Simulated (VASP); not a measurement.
# TiO2 (I4_1/amd) in VASP: single point with r2SCAN

Aim: the single point of TiO2 with r2SCAN.

All numbers are computed with VASP 6.6.1; they aren't measurements. Logs are shortened: lines on timing, memory, paths and dates and some standing lists are left out, and cuts for length are marked.

**1. The cell of the first run**

The structure is tetragonal, space group I4_1/amd (No. 141). Conventional cell: a = 3.784 Å, b = 3.784 Å, c = 9.515 Å, α = 90.00°, β = 90.00°, γ = 90.00°. Within 2.6 Å of Ti (site symmetry -4m2) lie 6 O at 1.93 to 1.98 Å. Within 2.6 Å of O (site symmetry 2mm) lie 3 Ti at 1.93 to 1.98 Å and 2 O at 2.47 Å.

**2. Single point, r2SCAN**

POSCAR reads:

```
TiO2
1.0
   -1.8921000000      1.8921000000      4.7573000000
    1.8921000000     -1.8921000000      4.7573000000
    1.8921000000      1.8921000000     -4.7573000000
Ti O
2 4
Direct
    0.0000000000      0.0000000000      0.0000000000
    0.7500000000      0.2500000000      0.5000000000
    0.2081197705      0.2081197705      0.0000000000
    0.9581197705      0.4581197705      0.5000000000
    0.5418802295      0.0418802295      0.5000000000
    0.7918802295      0.7918802295      0.0000000000
```

INCAR.step1 reads:

```
SYSTEM = TiO2
  PREC = Accurate
  ENCUT = 520
  ISMEAR = 0
  SIGMA = 0.01
  LREAL = .False.
  LASPH = .True.
  NELM = 60
  NBANDS = 33
  GGA = PE
  ALGO = Normal
  EDIFF = 1E-4
  LWAVE = .True.
  LCHARG = .False.
```

INCAR.step2 reads:

```
SYSTEM = TiO2
  PREC = Accurate
  ENCUT = 520
  EDIFF = 1E-6
  ISMEAR = 0
  SIGMA = 0.01
  LREAL = .False.
  LASPH = .True.
  NELM = 60
  ALGO = Normal
  ISIF = 2
  LWAVE = .False.
  LCHARG = .False.
  METAGGA = R2SCAN
  LMIXTAU = .True.
  NBANDS = 33
  ISTART = 1
```

KPOINTS reads:

```
regular mesh
0
Gamma
  5 5 5
  0 0 0
```

Potentials or basis: VASP PAW PBE potentials, release 64 (Ti_sv, O).

Launch:

```bash
> cat potpaw_PBE.64/Ti_sv/POTCAR potpaw_PBE.64/O/POTCAR > POTCAR
> cp INCAR.step1 INCAR
> mpirun -np 1 vasp_std > vasp.out
> cp INCAR.step2 INCAR
> mpirun -np 1 vasp_std > vasp.out
```

OUTCAR:

```text
SYSTEM = TiO2
   PREC = Accurate
   ENCUT = 520
   EDIFF = 1E-6
   ISMEAR = 0
   LREAL = .False.
   LASPH = .True.
   NELM = 60
   ISIF = 2
   METAGGA = R2SCAN
   ISTART = 1

 ion  position               nearest neighbor table
   1  0.000  0.000  0.000-   5 1.93   4 1.93   5 1.93   4 1.93   3 1.98   6 1.98
   2  0.750  0.250  0.500-   6 1.93   3 1.93   6 1.93   3 1.93   4 1.98   5 1.98
   3  0.208  0.208  0.000-   2 1.93   2 1.93   1 1.98
   4  0.958  0.458  0.500-   1 1.93   1 1.93   2 1.98
   5  0.542  0.042  0.500-   1 1.93   1 1.93   2 1.98
   6  0.792  0.792  0.000-   2 1.93   2 1.93   1 1.98

  LATTYP: Found a body centered tetragonal cell.
 ALAT       =     3.7842000000
 C/A-ratio  =     2.5142962846

  Lattice vectors:

 A1 = (  -1.8921000000,   1.8921000000,   4.7573000000)
 A2 = (   1.8921000000,  -1.8921000000,   4.7573000000)
 A3 = (   1.8921000000,   1.8921000000,  -4.7573000000)

Analysis of symmetry for initial positions (statically):
=====================================================================
 Subroutine PRICEL returns:
 Original cell was already a primitive cell.

 Routine SETGRP: Setting up the symmetry group for a
 body centered tetragonal supercell.

 Subroutine GETGRP returns: Found 16 space group operations
 (whereof  8 operations were pure point group operations)
 out of a pool of 16 trial point group operations.

The static configuration has the point symmetry D_2d.
 The point group associated with its full space group is D_4h.

Analysis of symmetry for dynamics (positions and initial velocities):
=====================================================================
 Subroutine PRICEL returns:
 Original cell was already a primitive cell.

 Routine SETGRP: Setting up the symmetry group for a
 body centered tetragonal supercell.

 Subroutine GETGRP returns: Found 16 space group operations
 (whereof  8 operations were pure point group operations)
 out of a pool of 16 trial point group operations.

The dynamic configuration has the point symmetry D_2d.
 The point group associated with its full space group is D_4h.

 Subroutine INISYM returns: Found 16 space group operations
 (whereof  8 operations are pure point group operations),
 and found     1 'primitive' translations

----------------------------------------------------------------------------------------

                                     Primitive cell

  volume of cell :      68.1253
[... 92 lines left out ...]
   EDIFFG = 0.1E-04   stopping-criterion for IOM
   NSW    =      0    number of steps for IOM
   IBRION =     -1    ionic relax: 0-MD 1-quasi-New 2-CG
   NFREE  =      0    steps in history (QN), initial steepest desc. (CG)
   ISIF   =      2    stress and relaxation
   ISYM   =      2    0-nonsym 1-usesym 2-fastsym
   POTIM  = 0.5000    time-step for ionic-motion
   TEBEG  =    0.0;   TEEND  =   0.0 temperature during run
   PSTRESS=    0.0 pullay stress
   NELECT =      48.0000    total number of electrons
   NUPDOWN=      -1.0000    fix difference up-down
   EMIN   =  10.00;   EMAX   =-10.00  energy-range for DOS
   EFERMI =   0.00;   METHOD = LEGACY
   ISMEAR =     0;   SIGMA  =   0.01  broadening in eV -4-tet -1-fermi 0-gaus
   EFERMI_NEDOS =   21; number of points for ismear=-14 and -15
   IALGO  =     38    algorithm
   IMIX   =      4    mixing-type and parameters
     AMIX     =   0.40;   BMIX     =  1.00
     AMIX_MAG =   1.60;   BMIX_MAG =  1.00
  volume/ion in A,a.u.               =      11.35        76.62
  Fermi-wavevector in a.u.,A,eV,Ry     =   1.456752  2.752862 28.873289  2.122127
  Thomas-Fermi vector in A             =   2.573634
   LORBIT       =      0    0 simple, 1 ext, 2 COOP (PROOUT), +10 PAW based schemes
   METAGGA = R2SCAN    functional components
   LHFCALC =     F    Hartree Fock is set to
   AEXX    =    0.0000 exact exchange contribution
   IVDW    =     0    specifies the selected vdW correction
   LEPSILON=     F    determine dielectric tensor
   LRPA    =     F    only Hartree local field effects (RPA)
 non-spin polarized calculation
 Gauss-broadening in eV      SIGMA  =   0.01
  energy-cutoff  :      520.00
  volume of cell :       68.13
 maximum number of plane-waves:      1849
 NGX is ok and might be reduce to    42
   NGX = 21   NGY = 21   NGZ = 21

 number of electron      47.9999989 magnetization

 Free energy of the ion-electron system (eV)
  ---------------------------------------------------
  ext. energy  EPLUGINS =         0.00000000
  ---------------------------------------------------
  free energy    TOTEN  =       -69.85467267 eV

  energy without entropy =      -69.85467267  energy(sigma->0) =      -69.85467267

 E-fermi :   3.1381     XC(G=0): -11.4698

 val. band max:        3.0439625492   @ k =  -0.4000   0.4000   0.0000
 cond. band min:       5.5820120259   @ k =   0.0000   0.0000   0.0000
 fundamental gap:      2.5380494767
 Fermi energy:         3.1380807070

 k-point     1 :       0.0000    0.0000    0.0000
  band No.  band energies     occupation
      1     -55.5341      2.00000
      2     -55.4725      2.00000
      3     -30.9578      2.00000
      4     -30.7055      2.00000
      5     -30.7054      2.00000
      6     -30.6331      2.00000
[... 637 lines left out ...]
     32       8.4320      0.00000
     33       9.0238      0.00000

------------------------ aborting loop because EDIFF is reached ----------------------------------------

  FORCE on cell =-STRESS in cart. coord.  units (eV):
  Direction    XX          YY          ZZ          XY          YZ          ZX
  --------------------------------------------------------------------------------------
  -------------------------------------------------------------------------------------
  Total        0.6423866      0.6423866      0.9431943      0.0000000      0.0000000      0.0000000
  in kB       15.1076989     15.1076989     22.1821190      0.0000000      0.0000000      0.0000000
  external PRESSURE =      17.4658390 kB  Pullay stress =       0.0000000 kB

 VOLUME and BASIS-vectors are now :
 -----------------------------------------------------------------------------
  energy-cutoff  :      520.00
  volume of cell :       68.13
      direct lattice vectors                 reciprocal lattice vectors
    -1.892100000  1.892100000  4.757300000     0.000000000  0.264256646  0.105101633
     1.892100000 -1.892100000  4.757300000     0.264256646  0.000000000  0.105101633
     1.892100000  1.892100000 -4.757300000     0.264256646  0.264256646  0.000000000

 POSITION                                       TOTAL-FORCE (eV/Angst)
 -----------------------------------------------------------------------------------
      0.00000      0.00000      0.00000        -0.000000     -0.000000      0.000000
      0.00000      1.89210      2.37865        -0.000000     -0.000000      0.000000
      0.00000      0.00000      1.98018        -0.000000      0.000000      0.031961
      0.00000      1.89210      4.35883         0.000000     -0.000000      0.031961
      0.00000      1.89210      0.39847         0.000000     -0.000000     -0.031961
      0.00000      0.00000      7.53442        -0.000000      0.000000     -0.031961
 -----------------------------------------------------------------------------------
    total drift:                               -0.000000      0.000000     -0.000000

  FREE ENERGIE OF THE ION-ELECTRON SYSTEM (eV)
  ---------------------------------------------------
  free  energy   TOTEN  =       -69.8546726742 eV

  energy  without entropy=      -69.8546726742  energy(sigma->0) =      -69.85467267
```

OSZICAR.step1:

```text
N       E                     dE             d eps       ncg     rms          rms(c)
DAV:   1     0.663204910373E+03    0.66320E+03   -0.24093E+04  1188   0.169E+03
DAV:   2     0.290401899342E+02   -0.63416E+03   -0.58680E+03  1309   0.505E+02
DAV:   3    -0.662997929224E+02   -0.95340E+02   -0.93382E+02  1634   0.190E+02
DAV:   4    -0.708363236170E+02   -0.45365E+01   -0.45277E+01  1749   0.402E+01
DAV:   5    -0.710151047807E+02   -0.17878E+00   -0.17876E+00  1512   0.609E+00    0.322E+01
DAV:   6    -0.539103920326E+02    0.17105E+02   -0.77966E+01  1636   0.888E+01    0.108E+01
DAV:   7    -0.540238175015E+02   -0.11343E+00   -0.14941E+01  1589   0.324E+01    0.945E+00
DAV:   8    -0.538879831667E+02    0.13583E+00   -0.57828E-01  1547   0.616E+00    0.673E+00
DAV:   9    -0.538940214121E+02   -0.60382E-02   -0.85209E-01  1666   0.106E+01    0.251E+00
DAV:  10    -0.538388995519E+02    0.55122E-01   -0.44309E-01  1655   0.671E+00    0.100E+00
DAV:  11    -0.538252742181E+02    0.13625E-01   -0.47945E-02  1567   0.157E+00    0.433E-01
DAV:  12    -0.538251281243E+02    0.14609E-03   -0.80979E-03  1428   0.946E-01    0.166E-01
DAV:  13    -0.538247991690E+02    0.32896E-03   -0.13863E-03  1638   0.405E-01    0.352E-02
DAV:  14    -0.538247806725E+02    0.18497E-04   -0.21204E-04  1062   0.107E-01
   1 F= -.53824781E+02 E0= -.53824781E+02  d E =-.415721-166
```

Run time: 5.5 min. Hardware: 1 thread of Intel Xeon Platinum 8259CL at 2.50GHz (Skylake/Cascade Lake), shared host; peak memory 0.29 GiB.

What came out:

```yaml
Free_energy: -69.8547 eV
Pressure: 1.7 GPa
Largest_force: 0.032 eV/Å
Band_gap_on_the_k_mesh: 2.54 eV, indirect (least direct gap 2.90 eV)
```

Forces on the atoms (eV/Å):
```
Ti   0.000  0.000  0.000
Ti   0.000  0.000  0.000
O    0.000  0.000  0.032
O    0.000  0.000  0.032
O    0.000  0.000 -0.032
O    0.000  0.000 -0.032
```

Stress tensor (GPa, compression positive):
```
1.51 0.00 0.00
0.00 1.51 0.00
0.00 0.00 2.22
```

Levels at points of the mesh, in eV from the valence-band top:
```csv
k point,band 20,band 21,band 22,band 23,band 24,band 25,band 26,band 27,band 28,band 29
"(0.00, 0.00, 0.00)",-0.81,-0.78,-0.78,-0.48,-0.48,2.54,3.28,4.42,4.42,4.45
```

Caveat: the k points lie up to 0.47 Å⁻¹ apart; the PAW data sets were made with another functional, which shifts forces and pressure a little.
